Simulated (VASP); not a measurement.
# Bi2Te2O (R-3m) in VASP: notebook

The runs below take Bi2Te2O through single point, relaxation of cell and atoms, with PBE.

Everything below comes from runs of VASP 6.6.1. Logs are shortened: lines on timing, memory, paths and dates and some standing lists are left out, and cuts for length are marked.

### Step 1. The cell of the first run

Symmetry: R-3m, No. 166, trigonal system. The conventional cell has a = 4.213 Å, b = 4.213 Å, c = 27.077 Å, α = 90.00°, β = 90.00°, γ = 120.00°. Within 3.7 Å of Bi (site symmetry 3m) lie 3 O at 2.77 Å and 3 Te at 3.03 Å and 3 Bi at 3.61 Å. Te (site symmetry 3m) has 3 Bi at 3.03 Å and 3 Te at 3.67 Å and 3 O at 3.97 Å within 4.0 Å. O (site symmetry -3m) has 6 Bi at 2.77 Å within 3.7 Å.

### Step 2. Single point, PBE

Contents of INCAR:

```
SYSTEM = Bi2Te2O
ALGO = Normal
EDIFF = 1E-6
ENCUT = 520
GGA = PE
ISIF = 2
ISMEAR = 0
LASPH = .True.
LCHARG = .False.
LREAL = .False.
LWAVE = .False.
NBANDS = 32
NELM = 60
PREC = Accurate
SIGMA = 0.15
```

Contents of KPOINTS:

```
k-points
0
Gamma
  3 3 3
  0 0 0
```

Contents of POSCAR:

```
Bi2Te2O
1.0
    2.1064527256      1.2161610482      9.0258146457
   -2.1064527256      1.2161610482      9.0258146457
    0.0000000000     -2.4323220964      9.0258146457
Bi Te O
2 2 1
Direct
    0.6174946544      0.6174946544      0.6174946544
    0.3825053456      0.3825053456      0.3825053456
    0.7825540102      0.7825540102      0.7825540102
    0.2174459898      0.2174459898      0.2174459898
    0.0000000000      0.0000000000      0.0000000000
```

Potentials or basis: VASP PAW PBE potentials, release 64 (Bi_d, Te, O).

Run with:

```sh
cat potpaw_PBE.64/Bi_d/POTCAR potpaw_PBE.64/Te/POTCAR potpaw_PBE.64/O/POTCAR > POTCAR
mpirun -np 1 vasp_std > vasp.out
```

OUTCAR:

```text
SYSTEM = Bi2Te2O
   EDIFF = 1E-6
   ENCUT = 520
   GGA = PE
   ISIF = 2
   ISMEAR = 0
   LASPH = .True.
   LREAL = .False.
   NELM = 60
   PREC = Accurate

 ion  position               nearest neighbor table
   1  0.617  0.617  0.617-   5 2.77   5 2.77   5 2.77   4 3.03   4 3.03   4 3.03   2 3.61   2 3.61
                             2 3.61
   2  0.383  0.383  0.383-   5 2.77   5 2.77   5 2.77   3 3.03   3 3.03   3 3.03   1 3.61   1 3.61
                             1 3.61
   3  0.783  0.783  0.783-   2 3.03   2 3.03   2 3.03   4 3.67   4 3.67   4 3.67
   4  0.217  0.217  0.217-   1 3.03   1 3.03   1 3.03   3 3.67   3 3.67   3 3.67
   5  0.000  0.000  0.000-   1 2.77   1 2.77   2 2.77   2 2.77   1 2.77   2 2.77

  LATTYP: Found a trigonal (rhomboedric) cell.
 ALAT       =     9.3478083420
 COS(alpha) =     0.8984420723

  Lattice vectors:

 A1 = (   2.1064527256,   1.2161610482,   9.0258146457)
 A2 = (  -2.1064527256,   1.2161610482,   9.0258146457)
 A3 = (   0.0000000000,  -2.4323220964,   9.0258146457)

Analysis of symmetry for initial positions (statically):
=====================================================================
 Subroutine PRICEL returns:
 Original cell was already a primitive cell.

 Routine SETGRP: Setting up the symmetry group for a
 trigonal (rhombohedral) supercell.

 Subroutine GETGRP returns: Found 12 space group operations
 (whereof 12 operations were pure point group operations)
 out of a pool of 12 trial point group operations.

The static configuration has the point symmetry D_3d.

Analysis of symmetry for dynamics (positions and initial velocities):
=====================================================================
 Subroutine PRICEL returns:
 Original cell was already a primitive cell.

 Routine SETGRP: Setting up the symmetry group for a
 trigonal (rhombohedral) supercell.

 Subroutine GETGRP returns: Found 12 space group operations
 (whereof 12 operations were pure point group operations)
 out of a pool of 12 trial point group operations.

The dynamic configuration has the point symmetry D_3d.

 Subroutine INISYM returns: Found 12 space group operations
 (whereof 12 operations are pure point group operations),
 and found     1 'primitive' translations

----------------------------------------------------------------------------------------

                                     Primitive cell

  volume of cell :     138.7332

  direct lattice vectors                    reciprocal lattice vectors
     2.106452726  1.216161048  9.025814646     0.237365878  0.137043253  0.036931108
    -2.106452726  1.216161048  9.025814646    -0.237365878  0.137043253  0.036931108
     0.000000000 -2.432322096  9.025814646     0.000000000 -0.274086507  0.036931108

  length of vectors
     9.347808342  9.347808342  9.347808342     0.276563410  0.276563410  0.276563410

  position of ions in fractional coordinates (direct lattice)
     0.617494654  0.617494654  0.617494654
     0.382505346  0.382505346  0.382505346
     0.782554010  0.782554010  0.782554010
     0.217445990  0.217445990  0.217445990
     0.000000000  0.000000000  0.000000000

  ion indices of the primitive-cell ions
   primitive index   ion index
                 1           1
                 2           2
                 3           3
                 4           4
                 5           5

----------------------------------------------------------------------------------------

 KPOINTS: k-points

Automatic generation of k-mesh.
 Grid dimensions read from file:
 generate k-points for:    3    3    3

 Generating k-lattice:

  Cartesian coordinates                     Fractional coordinates (reciprocal lattice)
     0.079121959  0.045681084  0.012310369     0.333333333  0.000000000  0.000000000
    -0.079121959  0.045681084  0.012310369     0.000000000  0.333333333  0.000000000
     0.000000000 -0.091362169  0.012310369     0.000000000  0.000000000  0.333333333

  Length of vectors
     0.092187803  0.092187803  0.092187803

  Shift w.r.t. Gamma in fractional coordinates (k-lattice)
     0.000000000  0.000000000  0.000000000

 Subroutine IBZKPT returns following result:
 ===========================================

 Found      6 irreducible k-points:

 Following reciprocal coordinates:
            Coordinates               Weight
  0.000000  0.000000  0.000000      1.000000
  0.333333 -0.000000  0.000000      6.000000
  0.333333  0.333333 -0.000000      6.000000
 -0.333333  0.333333  0.000000      6.000000
  0.333333  0.333333  0.333333      2.000000
 -0.333333  0.333333  0.333333      6.000000
   k-points           NKPTS =      6   k-points in BZ     NKDIM =      6   number of bands    NBANDS=     32
   number of dos      NEDOS =    301   number of ions     NIONS =      5
   total plane-waves  NPLWV = 343000
   dimension x,y,z NGX =    70 NGY =   70 NGZ =   70
   dimension x,y,z NGXF=   140 NGYF=  140 NGZF=  140
   ions per type =               2   2   1
   NGX,Y,Z   is equivalent  to a cutoff of  12.45, 12.45, 12.45 a.u.
   NGXF,Y,Z  is equivalent  to a cutoff of  24.90, 24.90, 24.90 a.u.
 SYSTEM =  Bi2Te2O
   PREC   = accura    normal or accurate (medium, high low for compatibility)
   ISTART =      0    job   : 0-new  1-cont  2-samecut
   ICHARG =      2    charge: 1-file 2-atom 10-const
   ISPIN  =      1    spin polarized calculation?
   LNONCOLLINEAR =      F non collinear calculations
   LSORBIT =      F    spin-orbit coupling
   LASPH  =      T    aspherical Exc in radial PAW
   ENCUT  =  520.0 eV  38.22 Ry    6.18 a.u.  17.38 17.38 17.38*2*pi/ulx,y,z
   NELM   =     60;   NELMIN=  2; NELMDL= -5     # of ELM steps
   EDIFF  = 0.1E-05   stopping-criterion for ELM
   LREAL  =      F    real-space projection
   EDIFFG = 0.1E-04   stopping-criterion for IOM
   NSW    =      0    number of steps for IOM
   IBRION =     -1    ionic relax: 0-MD 1-quasi-New 2-CG
   NFREE  =      0    steps in history (QN), initial steepest desc. (CG)
   ISIF   =      2    stress and relaxation
   ISYM   =      2    0-nonsym 1-usesym 2-fastsym
   POTIM  = 0.5000    time-step for ionic-motion
   TEBEG  =    0.0;   TEEND  =   0.0 temperature during run
   PSTRESS=    0.0 pullay stress
   NELECT =      48.0000    total number of electrons
   NUPDOWN=      -1.0000    fix difference up-down
   EMIN   =  10.00;   EMAX   =-10.00  energy-range for DOS
   EFERMI =   0.00;   METHOD = LEGACY
   ISMEAR =     0;   SIGMA  =   0.15  broadening in eV -4-tet -1-fermi 0-gaus
   EFERMI_NEDOS =   21; number of points for ismear=-14 and -15
   IALGO  =     38    algorithm
   IMIX   =      4    mixing-type and parameters
     AMIX     =   0.40;   BMIX     =  1.00
     AMIX_MAG =   1.60;   BMIX_MAG =  1.00
  volume/ion in A,a.u.               =      27.75       187.24
  Fermi-wavevector in a.u.,A,eV,Ry     =   1.149287  2.171837 17.971394  1.320860
  Thomas-Fermi vector in A             =   2.285957
   LORBIT       =      0    0 simple, 1 ext, 2 COOP (PROOUT), +10 PAW based schemes
   GGA     = PE    functional components
   LHFCALC =     F    Hartree Fock is set to
   AEXX    =    0.0000 exact exchange contribution
   IVDW    =     0    specifies the selected vdW correction
   LEPSILON=     F    determine dielectric tensor
   LRPA    =     F    only Hartree local field effects (RPA)
 non-spin polarized calculation
 Gauss-broadening in eV      SIGMA  =   0.15
  energy-cutoff  :      520.00
  volume of cell :      138.73
 maximum number of plane-waves:      3744
 NGX is ok and might be reduce to    70
   NGX = 35   NGY = 35   NGZ = 35

 number of electron      48.0000006 magnetization

 Free energy of the ion-electron system (eV)
  ---------------------------------------------------
  ext. energy  EPLUGINS =         0.00000000
  ---------------------------------------------------
  free energy    TOTEN  =       -20.67251097 eV

  energy without entropy =      -20.66748741  energy(sigma->0) =      -20.66999919

 E-fermi :   6.2495     XC(G=0):  -9.6608

 val. band max:        6.1789580550   @ k =   0.0000   0.0000   0.0000
 cond. band min:       6.3201334709   @ k =   0.0000   0.0000   0.0000
 fundamental gap:      0.1411754159
 Fermi energy:         6.2495458496

 k-point     1 :       0.0000    0.0000    0.0000
  band No.  band energies     occupation
      1     -16.8250      2.00000
      2     -16.8250      2.00000
      3     -16.8055      2.00000
      4     -16.8011      2.00000
      5     -16.8011      2.00000
      6     -16.7872      2.00000
[... 24 lines left out ...]
     31      11.8845      0.00000
     32      13.4369      0.00000

 k-point     2 :       0.3333   -0.0000    0.0000
  band No.  band energies     occupation
      1     -16.8275      2.00000
      2     -16.8236      2.00000
      3     -16.8196      2.00000
      4     -16.7963      2.00000
      5     -16.7849      2.00000
      6     -16.7819      2.00000
[... 24 lines left out ...]
     31      10.9271      0.00000
     32      12.7154      0.00000

 k-point     3 :       0.3333    0.3333   -0.0000
  band No.  band energies     occupation
      1     -16.8275      2.00000
      2     -16.8236      2.00000
      3     -16.8196      2.00000
      4     -16.7963      2.00000
      5     -16.7849      2.00000
      6     -16.7819      2.00000
[... 24 lines left out ...]
     31      10.5270      0.00000
     32      13.3145      0.00000

 k-point     4 :      -0.3333    0.3333    0.0000
  band No.  band energies     occupation
      1     -16.8369      2.00000
      2     -16.8112      2.00000
      3     -16.8112      2.00000
      4     -16.7981      2.00000
      5     -16.7897      2.00000
      6     -16.7897      2.00000
[... 24 lines left out ...]
     31      12.5307      0.00000
     32      13.2492      0.00000

 k-point     5 :       0.3333    0.3333    0.3333
  band No.  band energies     occupation
      1     -16.8250      2.00000
      2     -16.8250      2.00000
      3     -16.8055      2.00000
      4     -16.8011      2.00000
      5     -16.8011      2.00000
      6     -16.7872      2.00000
[... 24 lines left out ...]
     31      11.7591      0.00000
     32      12.7986      0.00000

 k-point     6 :      -0.3333    0.3333    0.3333
  band No.  band energies     occupation
      1     -16.8276      2.00000
      2     -16.8236      2.00000
      3     -16.8196      2.00000
      4     -16.7963      2.00000
      5     -16.7849      2.00000
      6     -16.7818      2.00000
[... 24 lines left out ...]
     31      11.3234      0.00000
     32      12.1417      0.00000

------------------------ aborting loop because EDIFF is reached ----------------------------------------

  FORCE on cell =-STRESS in cart. coord.  units (eV):
  Direction    XX          YY          ZZ          XY          YZ          ZX
  --------------------------------------------------------------------------------------
  -------------------------------------------------------------------------------------
  Total        0.1076882      0.1076882     -0.2290921      0.0000000      0.0000000      0.0000000
  in kB        1.2436504      1.2436504     -2.6456980      0.0000000      0.0000000      0.0000000
  external PRESSURE =      -0.0527991 kB  Pullay stress =       0.0000000 kB

 VOLUME and BASIS-vectors are now :
 -----------------------------------------------------------------------------
  energy-cutoff  :      520.00
  volume of cell :      138.73
      direct lattice vectors                 reciprocal lattice vectors
     2.106452726  1.216161048  9.025814646     0.237365878  0.137043253  0.036931108
    -2.106452726  1.216161048  9.025814646    -0.237365878  0.137043253  0.036931108
     0.000000000 -2.432322096  9.025814646     0.000000000 -0.274086507  0.036931108

 POSITION                                       TOTAL-FORCE (eV/Angst)
 -----------------------------------------------------------------------------------
      0.00000      0.00000     16.72018        -0.000000      0.000000     -0.009387
      0.00000      0.00000     10.35727        -0.000000     -0.000000      0.009387
      0.00000      0.00000     21.18956        -0.000000      0.000000      0.060849
      0.00000      0.00000      5.88788        -0.000000      0.000000     -0.060849
      0.00000      0.00000      0.00000         0.000000     -0.000000      0.000000
 -----------------------------------------------------------------------------------
    total drift:                               -0.000000     -0.000000      0.000000

  FREE ENERGIE OF THE ION-ELECTRON SYSTEM (eV)
  ---------------------------------------------------
  free  energy   TOTEN  =       -20.6725109725 eV

  energy  without entropy=      -20.6674874110  energy(sigma->0) =      -20.66999919
```

It took 91 s on 1 thread of Intel Xeon 6975P-C (Granite Rapids), shared host; peak memory 0.65 GiB.

Results:

| Item | Value |
| --- | --- |
| Free energy | -20.6725 eV |
| Pressure | 0.0 GPa |
| Largest force | 0.061 eV/Å |
| Band gap on the k mesh | 0.14 eV |

Forces on the atoms (eV/Å):
```
Bi   0.000  0.000 -0.009
Bi   0.000  0.000  0.009
Te   0.000  0.000  0.061
Te   0.000  0.000 -0.061
O    0.000  0.000  0.000
```

Levels at points of the mesh, in eV from the valence-band top:
```
           k point  band 22  band 23  band 24  band 25  band 26  band 27
(0.00, 0.00, 0.00)    -0.57    -0.57     0.00     0.14     1.32     1.32
```

Caveat: the k points lie up to 0.58 Å⁻¹ apart; spin-orbit coupling is left out, which moves the levels of the heavy elements.

(Continued in part 2 of 2.)
